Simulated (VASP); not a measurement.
Zn: single point with PBE

Crystal: Zn.

```
Zn
1.0
     2.67000    0.00000    0.00000
    -1.33500    2.31229    0.00000
     0.00000    0.00000    4.96600
Zn
2
Direct
  0.33333 0.66667 0.25000
  0.66667 0.33333 0.75000
```

```
Program             : VASP 6.6.1
Task                : single point
Functional          : PBE
Potentials or basis : VASP PAW PBE potentials, release 64 (Zn)
Cutoff              : 520 eV
k mesh              : 12 × 12 × 6
Occupations         : fermi-dirac, width 0.1 eV
Spin                : no spin polarisation
```

- Pressure: -0.3 GPa
- Band gap on the k mesh: zero (bands 12 and 13 overlap by 4.31 eV)

Stress tensor (GPa, compression positive):
```
-1.93  0.00  0.00
 0.00 -1.93  0.00
 0.00  0.00  2.85
```

Levels at points of the mesh, in eV from the Fermi level:
| k point | band 10 | band 11 | band 12 | band 13 | band 14 | band 15 |
| --- | --- | --- | --- | --- | --- | --- |
| (0.00, 0.00, 0.00) | -7.18 | -7.18 | -3.69 | -3.16 | 13.39 | 17.03 |
| (0.50, 0.00, 0.00) | -6.98 | -2.90 | -2.24 | 2.50 | 3.44 | 3.94 |
| (0.00, 0.00, 0.50) | -7.26 | -7.26 | -7.26 | 4.44 | 4.44 | 18.54 |
| (0.50, 0.00, 0.50) | -6.99 | -1.93 | -1.93 | 0.01 | 0.01 | 9.97 |

Wall time 44 s on 1 thread of Intel Xeon 8259CL (shared host), peak memory 0.16 GiB.
